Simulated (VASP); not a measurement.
# MgS (I4/mmm) in VASP: further runs

Runs on MgS. Level: LDA. Tasks: single point.

All numbers are computed with VASP 6.6.1; they aren't measurements. Logs are shortened: lines on timing, memory, paths and dates and some standing lists are left out, and cuts for length are marked.

### 1 The cell of the first run

Symmetry: I4/mmm, No. 139, tetragonal system. The conventional cell has a = 3.608 Å, b = 3.608 Å, c = 5.144 Å, α = 90.00°, β = 90.00°, γ = 90.00°. Within 3.4 Å of Mg (site symmetry 4/mmm) lie 6 S at 2.55 to 2.57 Å. S (site symmetry 4/mmm) has 6 Mg at 2.55 to 2.57 Å within 3.4 Å.

### 2 Single point, LDA (in-plane strain -0.005, then relaxed in part)

The input, INCAR:

```
ALGO     = Normal         # electronic algorithm
EDIFF    = 1E-6           # SCF threshold, eV
ENCUT    = 520            # plane-wave cutoff, eV
ISIF     = 2              # what is computed and relaxed
ISMEAR   = 0              # smearing method
LASPH    = T              # aspherical terms in the spheres
LCHARG   = T              # write CHGCAR
LELF     = T              # ELF
LREAL    = F              # projectors in reciprocal space
LVHAR    = T            
LWAVE    = F              # write WAVECAR
NBANDS   = 11             # bands
NELM     = 60             # most SCF steps
PREC     = Accurate       # precision mode
SIGMA    = 0.01           # smearing width, eV
```

The input, KPOINTS:

```
k-points
0
Gamma
  8 8 8
```

The input, POSCAR:

```
MgS
1.0
    2.5513615181      2.5513615181      0.0000000000
   -2.5513615181      2.5513615181      0.0000000000
    0.0000000000      2.5513615181      2.5718749775
Mg S
1 1
Direct
    0.0000000000      0.0000000000      0.0000000000
    0.5000000000      0.5000000000      0.0000000000
```

Potentials or basis: VASP PAW LDA potentials, release 64 (Mg, S).

Run with:

```
$ cat potpaw_LDA.64/Mg/POTCAR potpaw_LDA.64/S/POTCAR > POTCAR
$ mpirun -np 1 vasp_std > vasp.out
```

OUTCAR:

```text
EDIFF = 1E-6
   ENCUT = 520
   ISIF = 2
   ISMEAR = 0
   LASPH = T
   LREAL = F
   NELM = 60
   PREC = Accurate

 ion  position               nearest neighbor table
   1  0.000  0.000  0.000-   2 2.55   2 2.55   2 2.55   2 2.55   2 2.57   2 2.57
   2  0.500  0.500  0.000-   1 2.55   1 2.55   1 2.55   1 2.55   1 2.57   1 2.57

  LATTYP: Found a body centered tetragonal cell.
 ALAT       =     3.6081700614
 C/A-ratio  =     1.4255841237

  Lattice vectors:

 A1 = (   2.5513615181,   0.0000000000,  -2.5718749775)
 A2 = (  -2.5513615181,   0.0000000000,  -2.5718749775)
 A3 = (   0.0000000000,   2.5513615181,   2.5718749775)

Analysis of symmetry for initial positions (statically):
=====================================================================
 Subroutine PRICEL returns:
 Original cell was already a primitive cell.

 Routine SETGRP: Setting up the symmetry group for a
 body centered tetragonal supercell.

 Subroutine GETGRP returns: Found 16 space group operations
 (whereof 16 operations were pure point group operations)
 out of a pool of 16 trial point group operations.

The static configuration has the point symmetry D_4h.

Analysis of symmetry for dynamics (positions and initial velocities):
=====================================================================
 Subroutine PRICEL returns:
 Original cell was already a primitive cell.

 Routine SETGRP: Setting up the symmetry group for a
 body centered tetragonal supercell.

 Subroutine GETGRP returns: Found 16 space group operations
 (whereof 16 operations were pure point group operations)
 out of a pool of 16 trial point group operations.

The dynamic configuration has the point symmetry D_4h.

 Subroutine INISYM returns: Found 16 space group operations
 (whereof 16 operations are pure point group operations),
 and found     1 'primitive' translations

----------------------------------------------------------------------------------------

                                     Primitive cell

  volume of cell :      33.4830

  direct lattice vectors                    reciprocal lattice vectors
     2.551361518  2.551361518  0.000000000     0.195973795  0.195973795 -0.194410694
    -2.551361518  2.551361518  0.000000000    -0.195973795  0.195973795 -0.194410694
     0.000000000  2.551361518  2.571874977     0.000000000  0.000000000  0.388821389

  length of vectors
     3.608170061  3.608170061  3.622704307     0.338536519  0.338536519  0.388821389

  position of ions in fractional coordinates (direct lattice)
     0.000000000  0.000000000  0.000000000
     0.500000000  0.500000000  0.000000000

  ion indices of the primitive-cell ions
   primitive index   ion index
                 1           1
                 2           2

----------------------------------------------------------------------------------------

 KPOINTS: k-points

Automatic generation of k-mesh.
 Grid dimensions read from file:
 generate k-points for:    8    8    8

 Generating k-lattice:

  Cartesian coordinates                     Fractional coordinates (reciprocal lattice)
     0.024496724  0.024496724 -0.024301337     0.125000000  0.000000000  0.000000000
    -0.024496724  0.024496724 -0.024301337     0.000000000  0.125000000  0.000000000
     0.000000000  0.000000000  0.048602674     0.000000000  0.000000000  0.125000000

  Length of vectors
     0.042317065  0.042317065  0.048602674

  Shift w.r.t. Gamma in fractional coordinates (k-lattice)
     0.000000000  0.000000000  0.000000000

 Subroutine IBZKPT returns following result:
 ===========================================

 Found     59 irreducible k-points:

 Following reciprocal coordinates:
            Coordinates               Weight
  0.000000  0.000000  0.000000      1.000000
  0.125000  0.000000  0.000000      8.000000
  0.250000  0.000000  0.000000      8.000000
  0.375000  0.000000  0.000000      8.000000
  0.500000  0.000000  0.000000      4.000000
  0.125000  0.125000  0.000000      8.000000
[... 16 lines left out ...]
  0.250000  0.000000  0.125000      4.000000
  0.375000  0.000000  0.125000      8.000000
 [... further k-points ...]
   k-points           NKPTS =     59   k-points in BZ     NKDIM =     59   number of bands    NBANDS=     11
   number of dos      NEDOS =    301   number of ions     NIONS =      2
   total plane-waves  NPLWV =  21952
   dimension x,y,z NGX =    28 NGY =   28 NGZ =   28
   dimension x,y,z NGXF=    56 NGYF=   56 NGZF=   56
   ions per type =               1   1
   NGX,Y,Z   is equivalent  to a cutoff of  12.90, 12.90, 12.85 a.u.
   NGXF,Y,Z  is equivalent  to a cutoff of  25.80, 25.80, 25.70 a.u.
 SYSTEM =  unknown system
   PREC   = accura    normal or accurate (medium, high low for compatibility)
   ISTART =      0    job   : 0-new  1-cont  2-samecut
   ICHARG =      2    charge: 1-file 2-atom 10-const
   ISPIN  =      1    spin polarized calculation?
   LNONCOLLINEAR =      F non collinear calculations
   LSORBIT =      F    spin-orbit coupling
   LASPH  =      T    aspherical Exc in radial PAW
   ENCUT  =  520.0 eV  38.22 Ry    6.18 a.u.   6.71  6.71  6.74*2*pi/ulx,y,z
   NELM   =     60;   NELMIN=  2; NELMDL= -5     # of ELM steps
   EDIFF  = 0.1E-05   stopping-criterion for ELM
   LREAL  =      F    real-space projection
   EDIFFG = 0.1E-04   stopping-criterion for IOM
   NSW    =      0    number of steps for IOM
   IBRION =     -1    ionic relax: 0-MD 1-quasi-New 2-CG
   NFREE  =      0    steps in history (QN), initial steepest desc. (CG)
   ISIF   =      2    stress and relaxation
   ISYM   =      2    0-nonsym 1-usesym 2-fastsym
   POTIM  = 0.5000    time-step for ionic-motion
   TEBEG  =    0.0;   TEEND  =   0.0 temperature during run
   PSTRESS=    0.0 pullay stress
   NELECT =       8.0000    total number of electrons
   NUPDOWN=      -1.0000    fix difference up-down
   EMIN   =  10.00;   EMAX   =-10.00  energy-range for DOS
   EFERMI =   0.00;   METHOD = LEGACY
   ISMEAR =     0;   SIGMA  =   0.01  broadening in eV -4-tet -1-fermi 0-gaus
   EFERMI_NEDOS =   21; number of points for ismear=-14 and -15
   IALGO  =     38    algorithm
   IMIX   =      4    mixing-type and parameters
     AMIX     =   0.40;   BMIX     =  1.00
     AMIX_MAG =   1.60;   BMIX_MAG =  1.00
  volume/ion in A,a.u.               =      16.74       112.98
  Fermi-wavevector in a.u.,A,eV,Ry     =   1.015851  1.919681 14.040589  1.031954
  Thomas-Fermi vector in A             =   2.149161
   LORBIT       =      0    0 simple, 1 ext, 2 COOP (PROOUT), +10 PAW based schemes
   GGA     = CA    functional components
   LHFCALC =     F    Hartree Fock is set to
   AEXX    =    0.0000 exact exchange contribution
   IVDW    =     0    specifies the selected vdW correction
   LEPSILON=     F    determine dielectric tensor
   LRPA    =     F    only Hartree local field effects (RPA)
 non-spin polarized calculation
 Gauss-broadening in eV      SIGMA  =   0.01
  energy-cutoff  :      520.00
  volume of cell :       33.48
 maximum number of plane-waves:       934
   NGX = 13   NGY = 13   NGZ = 13

 number of electron       7.9999999 magnetization

 Free energy of the ion-electron system (eV)
  ---------------------------------------------------
  ext. energy  EPLUGINS =         0.00000000
  ---------------------------------------------------
  free energy    TOTEN  =        -9.59184303 eV

  energy without entropy =       -9.59184303  energy(sigma->0) =       -9.59184303

 E-fermi :   4.1899     XC(G=0): -10.1973

 val. band max:        4.0715288824   @ k =   0.0000   0.0000   0.0000
 cond. band min:       6.6981193214   @ k =   0.5000   0.5000   0.0000
 fundamental gap:      2.6265904390
 Fermi energy:         4.1898844195

 k-point     1 :       0.0000    0.0000    0.0000
  band No.  band energies     occupation
      1      -8.8919      2.00000
      2       4.0365      2.00000
      3       4.0365      2.00000
      4       4.0715      2.00000
      5       7.9496      0.00000
      6      11.7915      0.00000
      7      11.8773      0.00000
      8      11.8773      0.00000
      9      14.3073      0.00000
     10      14.4225      0.00000
     11      16.5194      0.00000

 k-point     2 :       0.1250    0.0000    0.0000
  band No.  band energies     occupation
      1      -8.7260      2.00000
      2       2.9380      2.00000
      3       3.9274      2.00000
      4       3.9420      2.00000
      5       8.7409      0.00000
      6      11.5696      0.00000
      7      12.0875      0.00000
      8      12.1532      0.00000
      9      13.6788      0.00000
     10      13.7651      0.00000
     11      16.8272      0.00000

 k-point     3 :       0.2500    0.0000    0.0000
  band No.  band energies     occupation
      1      -8.2734      2.00000
      2       1.0616      2.00000
      3       3.6869      2.00000
      4       3.6912      2.00000
      5       9.0076      0.00000
      6      11.7224      0.00000
      7      11.8221      0.00000
      8      12.4892      0.00000
      9      14.3013      0.00000
     10      14.3110      0.00000
     11      16.0012      0.00000

 k-point     4 :       0.3750    0.0000    0.0000
  band No.  band energies     occupation
      1      -7.7097      2.00000
      2      -0.4988      2.00000
      3       3.4649      2.00000
      4       3.4849      2.00000
      5       8.6518      0.00000
      6      11.0532      0.00000
      7      11.1456      0.00000
      8      14.1297      0.00000
      9      15.6404      0.00000
     10      16.3312      0.00000
     11      16.3617      0.00000
[... 239 lines left out ...]
 k-point    22 :       0.0000    0.0000    0.1250
  band No.  band energies     occupation
      1      -8.6744      2.00000
      2       3.0129      2.00000
      3       3.6856      2.00000
      4       3.6856      2.00000
      5       9.1133      0.00000
      6      10.8187      0.00000
      7      12.4507      0.00000
      8      12.6083      0.00000
      9      12.6083      0.00000
     10      14.6891      0.00000
     11      17.9654      0.00000

 k-point    23 :       0.2500    0.0000    0.1250
  band No.  band energies     occupation
      1      -8.4617      2.00000
      2       1.9667      2.00000
      3       3.2798      2.00000
      4       3.9232      2.00000
      5       9.5848      0.00000
      6      11.1272      0.00000
      7      12.1476      0.00000
      8      12.5067      0.00000
      9      12.5600      0.00000
     10      14.8382      0.00000
     11      17.6542      0.00000

 k-point    24 :       0.3750    0.0000    0.1250
  band No.  band energies     occupation
      1      -7.9630      2.00000
      2       0.4950      2.00000
      3       2.7287      2.00000
      4       3.6828      2.00000
      5       9.7176      0.00000
      6      11.1369      0.00000
      7      11.6598      0.00000
      8      12.2797      0.00000
      9      13.9185      0.00000
     10      16.9164      0.00000
     11      17.0907      0.00000

 [... further k-points ...]
[... 5 lines left out ...]
  --------------------------------------------------------------------------------------
  -------------------------------------------------------------------------------------
  Total        0.0790594      0.0790594     -0.1293272      0.0000000      0.0000000      0.0000000
  in kB        3.7830346      3.7830346     -6.1883747      0.0000000      0.0000000      0.0000000
  external PRESSURE =       0.4592315 kB  Pullay stress =       0.0000000 kB

 VOLUME and BASIS-vectors are now :
 -----------------------------------------------------------------------------
  energy-cutoff  :      520.00
  volume of cell :       33.48
      direct lattice vectors                 reciprocal lattice vectors
     2.551361518  2.551361518  0.000000000     0.195973795  0.195973795 -0.194410694
    -2.551361518  2.551361518  0.000000000    -0.195973795  0.195973795 -0.194410694
     0.000000000  2.551361518  2.571874977     0.000000000  0.000000000  0.388821389

 POSITION                                       TOTAL-FORCE (eV/Angst)
 -----------------------------------------------------------------------------------
      0.00000      0.00000      0.00000        -0.000000     -0.000000      0.000000
      0.00000      2.55136      0.00000         0.000000      0.000000      0.000000
 -----------------------------------------------------------------------------------
    total drift:                               -0.000000      0.000000     -0.000000

  FREE ENERGIE OF THE ION-ELECTRON SYSTEM (eV)
  ---------------------------------------------------
  free  energy   TOTEN  =        -9.5918430299 eV

  energy  without entropy=       -9.5918430299  energy(sigma->0) =       -9.59184303
```

Run time: 27 s. Hardware: 1 thread of Intel Xeon Platinum 8375C at 2.90GHz (Ice Lake), shared host; peak memory 0.15 GiB.

Results:

```
Free energy            : -9.5918 eV
Pressure               : 0.0 GPa
Band gap on the k mesh : 2.63 eV, indirect (least direct gap 3.88 eV)
```

Stress tensor (GPa, compression positive):
```
 0.38  0.00  0.00
 0.00  0.38  0.00
 0.00  0.00 -0.62
```

Levels at points of the mesh, in eV from the valence-band top:
```
           k point  band 1  band 2  band 3  band 4  band 5  band 6  band 7  band 8
(0.00, 0.00, 0.00)  -12.96   -0.04   -0.04    0.00    3.88    7.72    7.81    7.81
(0.50, 0.00, 0.00)  -11.49   -5.21   -0.69   -0.67    4.43    6.73    6.82   10.36
(0.50, 0.50, 0.00)  -11.06   -4.54   -1.90   -1.83    2.63    4.06   12.30   12.88
(0.00, 0.00, 0.50)  -11.10   -4.56   -1.82   -1.82    2.67    4.09   12.22   12.86
```

Caveat: the cell differs from its parent crystal (in-plane strain -0.005, then relaxed in part). A k mesh can miss the band edges.

### 3 Single point, LDA (in-plane strain -0.005)

The input, INCAR:

```
ALGO = Normal ; EDIFF = 1E-7
ENCUT = 520 ; GGA = CA
ISIF = 2 ; ISMEAR = 0
LASPH = T ; LCHARG = F
LREAL = F ; LWAVE = F
NBANDS = 11 ; NELM = 80
PREC = Accurate ; SIGMA = 0.01
```

KPOINTS is that of step 2.

POSCAR is that of step 2.

Potentials or basis: VASP PAW LDA potentials, release 64 (Mg, S).

Run with:

```
$ cat potpaw_LDA.64/Mg/POTCAR potpaw_LDA.64/S/POTCAR > POTCAR
$ mpirun -np 1 vasp_std > vasp.out
```

It took 28 s on 1 thread of Intel Xeon Platinum 8375C at 2.90GHz (Ice Lake), shared host; peak memory 0.15 GiB.

It converged, with:

* Free energy: -9.5918 eV
* Pressure: 0.0 GPa
* Band gap on the k mesh: 2.63 eV, indirect (least direct gap 3.88 eV)

Stress tensor (GPa, compression positive):
```
 0.38  0.00  0.00
 0.00  0.38  0.00
 0.00  0.00 -0.62
```

Levels at points of the mesh, in eV from the valence-band top:
| k point | band 1 | band 2 | band 3 | band 4 | band 5 | band 6 | band 7 | band 8 | band 9 |
| --- | --- | --- | --- | --- | --- | --- | --- | --- | --- |
| (0.00, 0.00, 0.00) | -12.96 | -0.04 | -0.04 | 0.00 | 3.88 | 7.72 | 7.81 | 7.81 | 10.24 |
| (0.50, 0.00, 0.00) | -11.49 | -5.21 | -0.69 | -0.67 | 4.43 | 6.73 | 6.82 | 10.36 | 12.21 |
| (0.50, 0.50, 0.00) | -11.06 | -4.54 | -1.90 | -1.83 | 2.63 | 4.06 | 12.30 | 12.88 | 13.46 |
| (0.00, 0.00, 0.50) | -11.10 | -4.56 | -1.82 | -1.82 | 2.67 | 4.09 | 12.22 | 12.86 | 13.63 |

Caveat: the cell differs from its parent crystal (in-plane strain -0.005). A k mesh can miss the band edges.

### 4 Single point, LDA (in-plane strain +0.005, then relaxed in part)

The input, INCAR:

```
SYSTEM = MgS
  PREC = Accurate
  ENCUT = 520
  EDIFF = 1E-6
  ISMEAR = 0
  SIGMA = 0.01
  LREAL = .FALSE.
  LASPH = .TRUE.
  NELM = 80
  ALGO = Normal
  ISIF = 2
  LWAVE = .FALSE.
  LCHARG = .TRUE.
  LELF = .TRUE.
  LVHAR = .TRUE.
  NBANDS = 11
```

The input, KPOINTS:

```
regular mesh
0
G
  8 8 8
  0 0 0
```

The input, POSCAR:

```
MgS
1.0
    2.5770033424      2.5770033424      0.0000000000
   -2.5770033424      2.5770033424      0.0000000000
    0.0000000000      2.5770033424      2.5581502476
Mg S
1 1
Direct
    0.0000000000      0.0000000000      0.0000000000
    0.5000000000      0.5000000000      0.0000000000
```

Run with:

```
$ cat potpaw_LDA.64/Mg/POTCAR potpaw_LDA.64/S/POTCAR > POTCAR
$ mpirun -np 1 vasp_std > vasp.out
```

It took 30 s on 1 thread of Intel Xeon Platinum 8375C at 2.90GHz (Ice Lake), shared host; peak memory 0.15 GiB.

Results (log left out):

```yaml
Free_energy: -9.5903 eV
Pressure: -1.2 GPa
Band_gap_on_the_k_mesh: 2.60 eV, indirect (least direct gap 3.77 eV)
```

Stress tensor (GPa, compression positive):
```
-1.46  0.00  0.00
 0.00 -1.46  0.00
 0.00  0.00 -0.59
```

Levels at points of the mesh, in eV from the valence-band top:
```tsv
k point	band 1	band 2	band 3	band 4	band 5	band 6	band 7	band 8	band 9
(0.00, 0.00, 0.00)	-12.86	-0.03	0.00	0.00	3.77	7.78	7.78	7.85	10.24
(0.50, 0.00, 0.00)	-11.43	-5.11	-0.66	-0.64	4.42	6.73	6.81	10.22	12.14
(0.50, 0.50, 0.00)	-11.04	-4.46	-1.82	-1.76	2.64	4.14	12.11	12.84	13.36
(0.00, 0.00, 0.50)	-11.01	-4.45	-1.82	-1.82	2.60	4.11	12.19	12.86	13.42
```

Caveat: the cell differs from its parent crystal (in-plane strain +0.005, then relaxed in part).
